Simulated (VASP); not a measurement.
# TaN (F-43m) in VASP: settings compared

The runs below take TaN through single point, with PBE, LDA, BLYP.

All numbers are computed with VASP 6.6.1; they aren't measurements. Logs are shortened: lines on timing, memory, paths and dates and some standing lists are left out, and cuts for length are marked.

**1. The cell of the first run**

It takes space group F-43m (No. 216, cubic). The conventional cell has a = 4.982 Å, b = 4.982 Å, c = 4.982 Å, α = 90.00°, β = 90.00°, γ = 90.00°. Ta (site symmetry -43m) has 4 N at 2.16 Å within 2.9 Å. N (site symmetry -43m) has 4 Ta at 2.16 Å within 2.9 Å.

**2. Single point, PBE**

File INCAR:

```
PREC = Accurate ; ENCUT = 520
EDIFF = 1E-6 ; ISMEAR = -1
SIGMA = 0.05 ; LREAL = F
LASPH = T ; NELM = 80
ALGO = Normal ; ISIF = 2
LWAVE = F ; LCHARG = F
GGA = PE ; NBANDS = 15
```

File KPOINTS:

```
regular mesh
0
Gamma
  4 4 4
```

File POSCAR:

```
TaN
1.0
    0.0000000000      2.4911437700      2.4911437700
    2.4911437700      0.0000000000      2.4911437700
    2.4911437700      2.4911437700      0.0000000000
Ta N
1 1
Direct
    0.0000000000      0.0000000000      0.0000000000
    0.2500000000      0.2500000000      0.2500000000
```

Potentials or basis: VASP PAW PBE potentials, release 64 (Ta_pv, N).

Command:

```bash
cat potpaw_PBE.64/Ta_pv/POTCAR potpaw_PBE.64/N/POTCAR > POTCAR
mpirun -np 1 vasp_std > vasp.out
```

OUTCAR:

```text
PREC = Accurate
   ENCUT = 520
   EDIFF = 1E-6
   ISMEAR = -1
   LREAL = F
   LASPH = T
   NELM = 80
   ISIF = 2
   GGA = PE

 ion  position               nearest neighbor table
   1  0.000  0.000  0.000-   2 2.16   2 2.16   2 2.16   2 2.16
   2  0.250  0.250  0.250-   1 2.16   1 2.16   1 2.16   1 2.16

  LATTYP: Found a face centered cubic cell.
 ALAT       =     4.9822875400

  Lattice vectors:

 A1 = (   0.0000000000,   2.4911437700,   2.4911437700)
 A2 = (   2.4911437700,   0.0000000000,   2.4911437700)
 A3 = (   2.4911437700,   2.4911437700,   0.0000000000)

Analysis of symmetry for initial positions (statically):
=====================================================================
 Subroutine PRICEL returns:
 Original cell was already a primitive cell.

 Routine SETGRP: Setting up the symmetry group for a
 face centered cubic supercell.

 Subroutine GETGRP returns: Found 24 space group operations
 (whereof 24 operations were pure point group operations)
 out of a pool of 48 trial point group operations.

The static configuration has the point symmetry T_d .

Analysis of symmetry for dynamics (positions and initial velocities):
=====================================================================
 Subroutine PRICEL returns:
 Original cell was already a primitive cell.

 Routine SETGRP: Setting up the symmetry group for a
 face centered cubic supercell.

 Subroutine GETGRP returns: Found 24 space group operations
 (whereof 24 operations were pure point group operations)
 out of a pool of 48 trial point group operations.

The dynamic configuration has the point symmetry T_d .

 Subroutine INISYM returns: Found 24 space group operations
 (whereof 24 operations are pure point group operations),
 and found     1 'primitive' translations

----------------------------------------------------------------------------------------

                                     Primitive cell

  volume of cell :      30.9191

  direct lattice vectors                    reciprocal lattice vectors
     0.000000000  2.491143770  2.491143770    -0.200711017  0.200711017  0.200711017
     2.491143770  0.000000000  2.491143770     0.200711017 -0.200711017  0.200711017
     2.491143770  2.491143770  0.000000000     0.200711017  0.200711017 -0.200711017

  length of vectors
     3.523009305  3.523009305  3.523009305     0.347641679  0.347641679  0.347641679

  position of ions in fractional coordinates (direct lattice)
     0.000000000  0.000000000  0.000000000
[... 66 lines left out ...]
   NFREE  =      0    steps in history (QN), initial steepest desc. (CG)
   ISIF   =      2    stress and relaxation
   ISYM   =      2    0-nonsym 1-usesym 2-fastsym
   POTIM  = 0.5000    time-step for ionic-motion
   TEBEG  =    0.0;   TEEND  =   0.0 temperature during run
   PSTRESS=    0.0 pullay stress
   NELECT =      16.0000    total number of electrons
   NUPDOWN=      -1.0000    fix difference up-down
   EMIN   =  10.00;   EMAX   =-10.00  energy-range for DOS
   EFERMI =   0.00;   METHOD = LEGACY
   ISMEAR =    -1;   SIGMA  =   0.05  broadening in eV -4-tet -1-fermi 0-gaus
   EFERMI_NEDOS =   21; number of points for ismear=-14 and -15
   IALGO  =     38    algorithm
   IMIX   =      4    mixing-type and parameters
     AMIX     =   0.40;   BMIX     =  1.00
     AMIX_MAG =   1.60;   BMIX_MAG =  1.00
  volume/ion in A,a.u.               =      15.46       104.33
  Fermi-wavevector in a.u.,A,eV,Ry     =   1.314335  2.483733 23.503740  1.727476
  Thomas-Fermi vector in A             =   2.444595
   LORBIT       =      0    0 simple, 1 ext, 2 COOP (PROOUT), +10 PAW based schemes
   GGA     = PE    functional components
[... 5 lines left out ...]
 non-spin polarized calculation
  energy-cutoff  :      520.00
  volume of cell :       30.92
 maximum number of plane-waves:       869
 NGX is ok and might be reduce to    28
   NGX = 13   NGY = 13   NGZ = 13

 number of electron      15.9999998 magnetization

 Free energy of the ion-electron system (eV)
  ---------------------------------------------------
  ext. energy  EPLUGINS =         0.00000000
  ---------------------------------------------------
  free energy    TOTEN  =       -21.09924810 eV

  energy without entropy =      -21.07744920  energy(sigma->0) =      -21.08834865

 E-fermi :   5.4694     XC(G=0): -11.2406

 val. band max:        5.4553914359   @ k =  -0.2500   0.5000   0.2500
 cond. band min:       5.6863912454   @ k =   0.2500   0.0000   0.0000
 fundamental gap:      0.2309998095
 Fermi energy:         5.4693829673

 k-point     1 :       0.0000    0.0000    0.0000
  band No.  band energies     occupation
      1     -30.3853      2.00000
      2     -30.3853      2.00000
      3     -30.3853      2.00000
      4     -11.0100      2.00000
      5      -0.5085      2.00000
      6      -0.5085      2.00000
      7      -0.5085      2.00000
      8       4.2301      2.00000
      9       5.9163      0.00026
     10       5.9163      0.00026
     11      10.4359      0.00000
     12      10.4359      0.00000
     13      10.4359      0.00000
     14      17.5657      0.00000
[... 113 lines left out ...]
      2     -30.5186      2.00000
      3     -30.4702      2.00000
      4      -9.7997      2.00000
      5      -0.6563      2.00000
      6      -0.1950      2.00000
      7       1.2227      2.00000
      8       3.3261      2.00000
      9       5.4554      1.13901
     10       7.0635      0.00000
     11       8.3771      0.00000
     12       9.6717      0.00000
     13      13.9347      0.00000
     14      15.2734      0.00000
     15      15.3032      0.00000

------------------------ aborting loop because EDIFF is reached ----------------------------------------

  FORCE on cell =-STRESS in cart. coord.  units (eV):
  Direction    XX          YY          ZZ          XY          YZ          ZX
  --------------------------------------------------------------------------------------
  -------------------------------------------------------------------------------------
  Total       -4.7836236     -4.7836236     -4.7836236      0.0000000     -0.0000000      0.0000000
  in kB     -247.8798430   -247.8798430   -247.8798430      0.0000000     -0.0000000      0.0000000
  external PRESSURE =    -247.8798430 kB  Pullay stress =       0.0000000 kB

 VOLUME and BASIS-vectors are now :
 -----------------------------------------------------------------------------
  energy-cutoff  :      520.00
  volume of cell :       30.92
      direct lattice vectors                 reciprocal lattice vectors
     0.000000000  2.491143770  2.491143770    -0.200711017  0.200711017  0.200711017
     2.491143770  0.000000000  2.491143770     0.200711017 -0.200711017  0.200711017
     2.491143770  2.491143770  0.000000000     0.200711017  0.200711017 -0.200711017

 POSITION                                       TOTAL-FORCE (eV/Angst)
 -----------------------------------------------------------------------------------
      0.00000      0.00000      0.00000         0.000000      0.000000      0.000000
      1.24557      1.24557      1.24557        -0.000000     -0.000000     -0.000000
 -----------------------------------------------------------------------------------
    total drift:                               -0.000000     -0.000000     -0.000000

  FREE ENERGIE OF THE ION-ELECTRON SYSTEM (eV)
  ---------------------------------------------------
  free  energy   TOTEN  =       -21.0992481013 eV

  energy  without entropy=      -21.0774492031  energy(sigma->0) =      -21.08834865
```

Wall time 5.5 s (1 thread of Intel Xeon 6975P-C, shared host); peak memory 0.15 GiB.

What came out:

| Property | Result |
| --- | --- |
| Free energy | -21.0992 eV |
| Pressure | -24.8 GPa |
| Band gap on the k mesh | zero (band 8 reaches 5.84 eV, above the bottom of band 9 at 5.42 eV) |

Caveat: the k points lie up to 0.55 Å⁻¹ apart; spin-orbit coupling is left out, which moves the levels of the heavy elements.

**3. Single point, LDA**

This run uses another cell than the first one, of 12.85 Å³/atom, 0.831 times its volume.

File INCAR:

```
SYSTEM = TaN
PREC     = Accurate       ! precision mode
ENCUT    = 520            ! plane-wave cutoff, eV
EDIFF    = 1E-6           ! SCF threshold, eV
ISMEAR   = -1             ! smearing method
SIGMA    = 0.05           ! smearing width, eV
LREAL    = .False.        ! projectors in reciprocal space
LASPH    = .True.         ! aspherical terms in the spheres
NELM     = 80             ! most SCF steps
ALGO     = Normal         ! electronic algorithm
ISIF     = 2              ! what is computed and relaxed
LWAVE    = .False.        ! write WAVECAR
LCHARG   = .False.        ! write CHGCAR
NBANDS   = 15             ! bands
```

File KPOINTS:

```
regular mesh
0
Gamma
  9 9 9
  0 0 0
```

File POSCAR:

```
TaN
1.0
    0.0000000000      2.3423603950      2.3423603950
    2.3423603950      0.0000000000      2.3423603950
    2.3423603950      2.3423603950      0.0000000000
Ta N
1 1
Direct
    0.0000000000      0.0000000000      0.0000000000
    0.2500000000      0.2500000000      0.2500000000
```

Potentials or basis: VASP PAW LDA potentials, release 64 (Ta_pv, N).

Command:

```bash
cat potpaw_LDA.64/Ta_pv/POTCAR potpaw_LDA.64/N/POTCAR > POTCAR
mpirun -np 1 vasp_std > vasp.out
```

It took 12 s on 1 thread of Intel Xeon 6975P-C, shared host; peak memory 0.15 GiB.

The run converged. Its results:

* Free energy: -23.5893 eV
* Pressure: 1.4 GPa
* Band gap on the k mesh: zero (band 8 reaches 7.69 eV, above the bottom of band 9 at 7.01 eV)

Levels at points of the mesh, in eV from the Fermi level:
```csv
k point,band 6,band 7,band 8,band 9,band 10,band 11
"(0.00, 0.00, 0.00)",-7.17,-7.17,-0.89,0.49,0.49,5.98
```

Caveat: spin-orbit coupling is left out, which moves the levels of the heavy elements.

(Part 1 of 2 ends here.)
